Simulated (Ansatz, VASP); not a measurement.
Ir in VASP and in Ansatz

```xyz
2
Lattice="2.7647 0.0000 0.0000 0.0000 2.5691 0.0000 0.0000 0.0000 4.2938" Properties=species:S:1:pos:R:3 pbc="T T T"
Ir    0.6912    0.0000    1.0735
Ir    2.0736    0.0000    3.2204
```

Alike in both runs: functional PBEsol; dispersion D3(BJ); k mesh 3 × 15 × 5; occupations fermi-dirac, width 0.15 eV; no spin polarisation.

Ansatz relaxed the structure, and its values are those at the end. VASP's run is a single point on that final structure, the one shown.

```csv
,VASP,Ansatz
version,VASP 6.6.1,Ansatz 0.2.0
potentials or method,"VASP PAW PBE potentials, release 64 (Ir), cutoff 520 eV","plane waves, PAW"
valence electrons in the cell,18,34
```

```tsv
	VASP	Ansatz	Ansatz less VASP
pressure (GPa)	0.7	0.0	-0.65
```

VASP's potentials were made for PBE, not for PBEsol. VASP's potentials hold 18 valence electrons a cell and Ansatz's 34, so a difference there can come from the potentials and not from the codes.

The k mesh is coarse, so the values compare programs but aren't converged. Spin-orbit coupling is off throughout.
